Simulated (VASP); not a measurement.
# Cu (Im-3m) in VASP: a series of runs, part 2 of 2

VASP 6.6.1. Earlier steps stand in the parts before.

## (4) Single point, PBE (volume scaled by 0.58)

Contents of INCAR:

```
PREC     = Accurate       # precision mode
ENCUT    = 520            # plane-wave cutoff, eV
EDIFF    = 1E-6           # SCF threshold, eV
ISMEAR   = -1             # smearing method
SIGMA    = 0.1            # smearing width, eV
LREAL    = False          # projectors in reciprocal space
LASPH    = True           # aspherical terms in the spheres
NELM     = 60             # most SCF steps
ALGO     = Normal         # electronic algorithm
ISIF     = 2              # what is computed and relaxed
LWAVE    = False          # write WAVECAR
LCHARG   = False          # write CHGCAR
GGA      = PE             # functional
NBANDS   = 12             # bands
```

Contents of KPOINTS:

```
regular mesh
0
Gamma
  18 18 18
```

Contents of POSCAR:

```
Cu
1.0
   -1.2030562614      1.2030562614      1.2030562614
    1.2030562614     -1.2030562614      1.2030562614
    1.2030562614      1.2030562614     -1.2030562614
Cu
1
Direct
    0.0000000000      0.0000000000      0.0000000000
```

Potentials or basis: VASP PAW PBE potentials, release 64 (Cu).

Launch:

```bash
$ cat potpaw_PBE.64/Cu/POTCAR > POTCAR
$ mpirun -np 1 vasp_std > vasp.out
```

OUTCAR:

```text
PREC = Accurate
   ENCUT = 520
   EDIFF = 1E-6
   ISMEAR = -1
   LREAL = False
   LASPH = True
   NELM = 60
   ISIF = 2
   GGA = PE

 ion  position               nearest neighbor table
   1  0.000  0.000  0.000-

  LATTYP: Found a body centered cubic cell.
 ALAT       =     2.4061125228

  Lattice vectors:

 A1 = (  -1.2030562614,   1.2030562614,   1.2030562614)
 A2 = (   1.2030562614,  -1.2030562614,   1.2030562614)
 A3 = (   1.2030562614,   1.2030562614,  -1.2030562614)

Analysis of symmetry for initial positions (statically):
=====================================================================
 Subroutine PRICEL returns:
 Original cell was already a primitive cell.

 Routine SETGRP: Setting up the symmetry group for a
 body centered cubic supercell.

 Subroutine GETGRP returns: Found 48 space group operations
 (whereof 48 operations were pure point group operations)
 out of a pool of 48 trial point group operations.

The static configuration has the point symmetry O_h .

Analysis of symmetry for dynamics (positions and initial velocities):
=====================================================================
 Subroutine PRICEL returns:
 Original cell was already a primitive cell.

 Routine SETGRP: Setting up the symmetry group for a
 body centered cubic supercell.

 Subroutine GETGRP returns: Found 48 space group operations
 (whereof 48 operations were pure point group operations)
 out of a pool of 48 trial point group operations.

The dynamic configuration has the point symmetry O_h .

 Subroutine INISYM returns: Found 48 space group operations
 (whereof 48 operations are pure point group operations),
 and found     1 'primitive' translations

----------------------------------------------------------------------------------------

                                     Primitive cell

  volume of cell :       6.9649

  direct lattice vectors                    reciprocal lattice vectors
    -1.203056261  1.203056261  1.203056261     0.000000000  0.415608161  0.415608161
     1.203056261 -1.203056261  1.203056261     0.415608161  0.000000000  0.415608161
     1.203056261  1.203056261 -1.203056261     0.415608161  0.415608161  0.000000000

  length of vectors
     2.083754569  2.083754569  2.083754569     0.587758697  0.587758697  0.587758697

  position of ions in fractional coordinates (direct lattice)
     0.000000000  0.000000000  0.000000000

  ion indices of the primitive-cell ions
   primitive index   ion index
                 1           1

----------------------------------------------------------------------------------------

 KPOINTS: regular mesh

Automatic generation of k-mesh.
 Grid dimensions read from file:
 generate k-points for:   18   18   18

 Generating k-lattice:

  Cartesian coordinates                     Fractional coordinates (reciprocal lattice)
     0.000000000  0.023089342  0.023089342     0.055555556  0.000000000  0.000000000
     0.023089342  0.000000000  0.023089342     0.000000000  0.055555556  0.000000000
     0.023089342  0.023089342  0.000000000     0.000000000  0.000000000  0.055555556

  Length of vectors
     0.032653261  0.032653261  0.032653261

  Shift w.r.t. Gamma in fractional coordinates (k-lattice)
     0.000000000  0.000000000  0.000000000

 Subroutine IBZKPT returns following result:
 ===========================================

 Found    195 irreducible k-points:

 Following reciprocal coordinates:
            Coordinates               Weight
  0.000000  0.000000  0.000000      1.000000
  0.055556  0.000000  0.000000     12.000000
  0.111111  0.000000  0.000000     12.000000
  0.166667  0.000000  0.000000     12.000000
  0.222222  0.000000  0.000000     12.000000
  0.277778  0.000000  0.000000     12.000000
[... 16 lines left out ...]
  0.333333  0.111111  0.000000     48.000000
  0.388889  0.111111  0.000000     48.000000
 [... further k-points ...]
   k-points           NKPTS =    195   k-points in BZ     NKDIM =    195   number of bands    NBANDS=     12
   number of dos      NEDOS =    301   number of ions     NIONS =      1
   total plane-waves  NPLWV =   4096
   dimension x,y,z NGX =    16 NGY =   16 NGZ =   16
   dimension x,y,z NGXF=    32 NGYF=   32 NGZF=   32
   ions per type =               1
   NGX,Y,Z   is equivalent  to a cutoff of  12.77, 12.77, 12.77 a.u.
   NGXF,Y,Z  is equivalent  to a cutoff of  25.53, 25.53, 25.53 a.u.
 SYSTEM =  unknown system
   PREC   = accura    normal or accurate (medium, high low for compatibility)
   ISTART =      0    job   : 0-new  1-cont  2-samecut
   ICHARG =      2    charge: 1-file 2-atom 10-const
   ISPIN  =      1    spin polarized calculation?
   LNONCOLLINEAR =      F non collinear calculations
   LSORBIT =      F    spin-orbit coupling
   LASPH  =      T    aspherical Exc in radial PAW
   ENCUT  =  520.0 eV  38.22 Ry    6.18 a.u.   3.87  3.87  3.87*2*pi/ulx,y,z
   NELM   =     60;   NELMIN=  2; NELMDL= -5     # of ELM steps
   EDIFF  = 0.1E-05   stopping-criterion for ELM
   LREAL  =      F    real-space projection
   EDIFFG = 0.1E-04   stopping-criterion for IOM
   NSW    =      0    number of steps for IOM
   IBRION =     -1    ionic relax: 0-MD 1-quasi-New 2-CG
   NFREE  =      0    steps in history (QN), initial steepest desc. (CG)
   ISIF   =      2    stress and relaxation
   ISYM   =      2    0-nonsym 1-usesym 2-fastsym
   POTIM  = 0.5000    time-step for ionic-motion
   TEBEG  =    0.0;   TEEND  =   0.0 temperature during run
   PSTRESS=    0.0 pullay stress
   NELECT =      11.0000    total number of electrons
   NUPDOWN=      -1.0000    fix difference up-down
   EMIN   =  10.00;   EMAX   =-10.00  energy-range for DOS
   EFERMI =   0.00;   METHOD = LEGACY
   ISMEAR =    -1;   SIGMA  =   0.10  broadening in eV -4-tet -1-fermi 0-gaus
   EFERMI_NEDOS =   21; number of points for ismear=-14 and -15
   IALGO  =     38    algorithm
   IMIX   =      4    mixing-type and parameters
     AMIX     =   0.40;   BMIX     =  1.00
     AMIX_MAG =   1.60;   BMIX_MAG =  1.00
  volume/ion in A,a.u.               =       6.96        47.00
  Fermi-wavevector in a.u.,A,eV,Ry     =   1.906484  3.602732 49.452831  3.634681
  Thomas-Fermi vector in A             =   2.944221
   LORBIT       =      0    0 simple, 1 ext, 2 COOP (PROOUT), +10 PAW based schemes
   GGA     = PE    functional components
   LHFCALC =     F    Hartree Fock is set to
   AEXX    =    0.0000 exact exchange contribution
   IVDW    =     0    specifies the selected vdW correction
   LEPSILON=     F    determine dielectric tensor
   LRPA    =     F    only Hartree local field effects (RPA)
 non-spin polarized calculation
  energy-cutoff  :      520.00
  volume of cell :        6.96
 maximum number of plane-waves:       201
   NGX =  7   NGY =  7   NGZ =  7

 number of electron      10.9999980 magnetization

 Free energy of the ion-electron system (eV)
  ---------------------------------------------------
  ext. energy  EPLUGINS =         0.00000000
  ---------------------------------------------------
  free energy    TOTEN  =        -0.97361237 eV

  energy without entropy =       -0.96711640  energy(sigma->0) =       -0.97036439

 E-fermi :  16.6827     XC(G=0): -16.1154

 val. band max:       16.6237912500   @ k =   0.3333   0.1111   0.0556
 cond. band min:      16.7549078585   @ k =  -0.3333   0.4444   0.1111
 fundamental gap:      0.1311166085
 Fermi energy:        16.6826898055

 k-point     1 :       0.0000    0.0000    0.0000
  band No.  band energies     occupation
      1       2.1961      2.00000
      2      10.8822      2.00000
      3      10.8822      2.00000
      4      10.8822      2.00000
      5      13.0541      2.00000
      6      13.0541      2.00000
      7      46.2487      0.00000
      8      46.2487      0.00000
      9      46.2487      0.00000
     10      54.5111      0.00000
     11      54.5111      0.00000
     12      58.3552      0.00000

 k-point     2 :       0.0556    0.0000    0.0000
  band No.  band energies     occupation
      1       2.3734      2.00000
      2      10.8294      2.00000
      3      10.8766      2.00000
      4      10.9809      2.00000
      5      12.9983      2.00000
      6      13.0581      2.00000
      7      45.3315      0.00000
      8      46.0760      0.00000
      9      46.2109      0.00000
     10      53.9184      0.00000
     11      55.1453      0.00000
     12      56.2802      0.00000
[... 316 lines left out ...]
 k-point    24 :       0.3889    0.1111    0.0000
  band No.  band energies     occupation
      1       7.4331      2.00000
      2       9.3666      2.00000
      3      11.8561      2.00000
      4      12.9716      2.00000
      5      13.7251      2.00000
      6      16.3916      1.89673
      7      25.5872      0.00000
      8      35.7806      0.00000
      9      40.7720      0.00000
     10      47.3914      0.00000
     11      54.8887      0.00000
     12      57.3828      0.00000

 [... further k-points ...]
[... 5 lines left out ...]
  --------------------------------------------------------------------------------------
  -------------------------------------------------------------------------------------
  Total       12.7605108     12.7605108     12.7605108      0.0000000     -0.0000000     -0.0000000
  in kB     2935.3563806   2935.3563806   2935.3563806      0.0000000     -0.0000000     -0.0000000
  external PRESSURE =    2935.3563806 kB  Pullay stress =       0.0000000 kB

 VOLUME and BASIS-vectors are now :
 -----------------------------------------------------------------------------
  energy-cutoff  :      520.00
  volume of cell :        6.96
      direct lattice vectors                 reciprocal lattice vectors
    -1.203056261  1.203056261  1.203056261     0.000000000  0.415608161  0.415608161
     1.203056261 -1.203056261  1.203056261     0.415608161  0.000000000  0.415608161
     1.203056261  1.203056261 -1.203056261     0.415608161  0.415608161  0.000000000

 POSITION                                       TOTAL-FORCE (eV/Angst)
 -----------------------------------------------------------------------------------
      0.00000      0.00000      0.00000        -0.000000      0.000000     -0.000000
 -----------------------------------------------------------------------------------
    total drift:                                0.000000      0.000000     -0.000000

  FREE ENERGIE OF THE ION-ELECTRON SYSTEM (eV)
  ---------------------------------------------------
  free  energy   TOTEN  =        -0.9736123703 eV

  energy  without entropy=       -0.9671164025  energy(sigma->0) =       -0.97036439
```

Run time: 8.4 s. Hardware: 1 thread of Intel Xeon 6975P-C, shared host; peak memory 0.12 GiB.

What came out:

```
Free energy : -0.9736 eV
Pressure    : 293.5 GPa
```

Levels at points of the mesh, in eV from the Fermi level:
```
           k point  band 3  band 4  band 5  band 6  band 7  band 8
(0.00, 0.00, 0.00)   -5.80   -5.80   -3.63   -3.63   29.57   29.57
(0.50, 0.00, 0.00)   -3.65   -3.32   -2.41   -1.93    7.90   21.36
(0.50, 0.50, 0.50)   -2.32   -2.32   -2.32   10.81   10.81   10.81
```

## (5) Single point, PBE (volume scaled by 0.58)

Contents of INCAR:

```
SYSTEM = Cu
ALGO     = Normal         ! electronic algorithm
EDIFF    = 1E-6           ! SCF threshold, eV
ENCUT    = 520            ! plane-wave cutoff, eV
GGA      = PE             ! functional
ISIF     = 2              ! what is computed and relaxed
ISMEAR   = -1             ! smearing method
LASPH    = .TRUE.         ! aspherical terms in the spheres
LCHARG   = .TRUE.         ! write CHGCAR
LELF     = .TRUE.         ! ELF
LREAL    = .FALSE.        ! projectors in reciprocal space
LVHAR    = .TRUE.       
LWAVE    = .FALSE.        ! write WAVECAR
NBANDS   = 12             ! bands
NELM     = 60             ! most SCF steps
PREC     = Accurate       ! precision mode
SIGMA    = 0.1            ! smearing width, eV
```

Contents of KPOINTS:

```
k-points
0
G
  18 18 18
  0 0 0
```

POSCAR is that of step 4.

Launch:

```bash
$ cat potpaw_PBE.64/Cu/POTCAR > POTCAR
$ mpirun -np 1 vasp_std > vasp.out
```

Run time: 7.6 s. Hardware: 1 thread of Intel Xeon 6975P-C, shared host; peak memory 0.13 GiB.

It converged, with:

```yaml
Free_energy: -0.9736 eV
Pressure: 293.5 GPa
```

Levels at points of the mesh, in eV from the Fermi level:
| k point | band 3 | band 4 | band 5 | band 6 | band 7 | band 8 |
| --- | --- | --- | --- | --- | --- | --- |
| (0.00, 0.00, 0.00) | -5.80 | -5.80 | -3.63 | -3.63 | 29.57 | 29.57 |
| (0.50, 0.00, 0.00) | -3.65 | -3.32 | -2.41 | -1.93 | 7.90 | 21.36 |
| (0.50, 0.50, 0.50) | -2.32 | -2.32 | -2.32 | 10.81 | 10.81 | 10.81 |

## (6) Single point, PBE (volume scaled by 0.68)

Contents of INCAR:

```
PREC = Accurate
ENCUT = 520
EDIFF = 1E-6
ISMEAR = -1
SIGMA = 0.1
LREAL = False
LASPH = True
NELM = 80
ALGO = Normal
ISIF = 2
LWAVE = False
LCHARG = False
GGA = PE
NBANDS = 12
```

Contents of KPOINTS:

```
regular mesh
0
Gamma
  18 18 18
```

Contents of POSCAR:

```
Cu
1.0
   -1.2685655430      1.2685655430      1.2685655430
    1.2685655430     -1.2685655430      1.2685655430
    1.2685655430      1.2685655430     -1.2685655430
Cu
1
Direct
    0.0000000000      0.0000000000      0.0000000000
```

Potentials or basis: VASP PAW PBE potentials, release 64 (Cu).

Launch:

```bash
$ cat potpaw_PBE.64/Cu/POTCAR > POTCAR
$ mpirun -np 1 vasp_std > vasp.out
```

Run time: 8.2 s. Hardware: 1 thread of Intel Xeon 6975P-C, shared host; peak memory 0.12 GiB.

It converged, with:

| Quantity | Value |
| --- | --- |
| Free energy | -2.5323 eV |
| Pressure | 140.6 GPa |

Levels at points of the mesh, in eV from the Fermi level:
| k point | band 3 | band 4 | band 5 | band 6 | band 7 | band 8 |
| --- | --- | --- | --- | --- | --- | --- |
| (0.00, 0.00, 0.00) | -4.75 | -4.75 | -3.02 | -3.02 | 28.39 | 28.39 |
| (0.50, 0.00, 0.00) | -3.06 | -2.80 | -1.78 | -1.70 | 6.65 | 20.35 |
| (0.50, 0.50, 0.50) | -2.01 | -2.01 | -2.01 | 9.96 | 9.96 | 9.96 |

## (7) The runs side by side

```tsv
cell	gap on the mesh (eV)	pressure (GPa)
a = 1.983 Å, angles 109.5°, 1 atom	none	537.6
a = 2.084 Å, angles 109.5°, 1 atom	none	293.5
a = 2.197 Å, angles 109.5°, 1 atom	none	140.6
```

Alike in all rows: task single point; level PBE; potentials or basis VASP PAW PBE potentials, release 64 (Cu); no spin polarisation; k mesh 18 × 18 × 18; cutoff (eV) 520; smearing fermi-dirac 0.1 eV.

Absolute energies hang on the potentials; compare differences alone.
